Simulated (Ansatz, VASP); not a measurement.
# Two plane-wave programs on ScNbN

The input INCAR:

```
PREC     = Accurate       # precision mode
ENCUT    = 520            # plane-wave cutoff, eV
EDIFF    = 1E-7           # SCF threshold, eV
ISMEAR   = -1             # smearing method
SIGMA    = 0.05           # smearing width, eV
LREAL    = False          # projectors in reciprocal space
LASPH    = True           # aspherical terms in the spheres
NELM     = 80             # most SCF steps
ALGO     = Normal         # electronic algorithm
ISIF     = 2              # what is computed and relaxed
LWAVE    = False          # write WAVECAR
LCHARG   = False          # write CHGCAR
GGA      = PE             # functional
NBANDS   = 38             # bands
```

The input KPOINTS:

```
regular mesh
0
Gamma
  10 10 3
```

The input POSCAR:

```
ScNbN
1.0
    3.1315775004      0.0000000000      0.0000000000
   -1.5657887502      2.7120256693      0.0000000000
    0.0000000000      0.0000000000     10.4257454162
Nb Sc N
2 2 2
Direct
    0.3333333333      0.6666666667      0.2474310000
    0.6666666667      0.3333333333      0.7525690000
    0.0000000000      0.0000000000      0.0000000000
    0.0000000000      0.0000000000      0.5000000000
    0.3333333333      0.6666666667      0.6278110000
    0.6666666667      0.3333333333      0.3721890000
```

The input input.yaml:

```yaml
crystal:
  lattice:
    - [3.1315775004, 0.0, 0.0]
    - [-1.5657887502, 2.7120256693, 0.0]
    - [0.0, 0.0, 10.4257454162]
  atoms:
    - { symbol: Nb, position: [0.3333333333, 0.6666666667, 0.247431] }
    - { symbol: Nb, position: [0.6666666667, 0.3333333333, 0.752569] }
    - { symbol: Sc, position: [0.0, 0.0, 0.0] }
    - { symbol: Sc, position: [0.0, 0.0, 0.5] }
    - { symbol: "N", position: [0.3333333333, 0.6666666667, 0.627811] }
    - { symbol: "N", position: [0.6666666667, 0.3333333333, 0.372189] }
hamiltonian:
  xc: pbe
  pseudopotentials: { kind: paw }
kpoints:
  mp_grid: { grid: [10, 10, 3] }
scf:
  occupations: { method: fermi_dirac, width: 0.05 }
output:
  forces: true
  stress: true
  eigenvalues: true
```

Alike in both runs: task single point; functional PBE; k mesh 10 × 10 × 3; occupations fermi-dirac, width 0.05 eV; no spin polarisation.

|  | VASP | Ansatz |
| --- | --- | --- |
| version | VASP 6.6.1 | Ansatz 0.2.0 |
| potentials or method | VASP PAW PBE potentials, release 64 (Nb_sv, Sc_sv, N) | Ansatz PAW |
| plane-wave cutoff (eV) | 520 | 420 |
| valence electrons in the cell | 58 | 58 |

|  | VASP | Ansatz | Ansatz less VASP |
| --- | --- | --- | --- |
| gap on the k mesh at the Fermi level (eV) | none | none | - |
| pressure (GPa) | -5.4 | -5.5 | -0.10 |
| traceless stress, the component that is largest in VASP (GPa) | 0.18 | 0.14 | -0.043 |
| rms of the force components (eV/Å) | 0.146 | 0.128 | -0.0185 |

Atom by atom the forces differ by 0.023 eV/Å (rms over components). A gap of «none» marks a metal or a gap that the smearing closes.
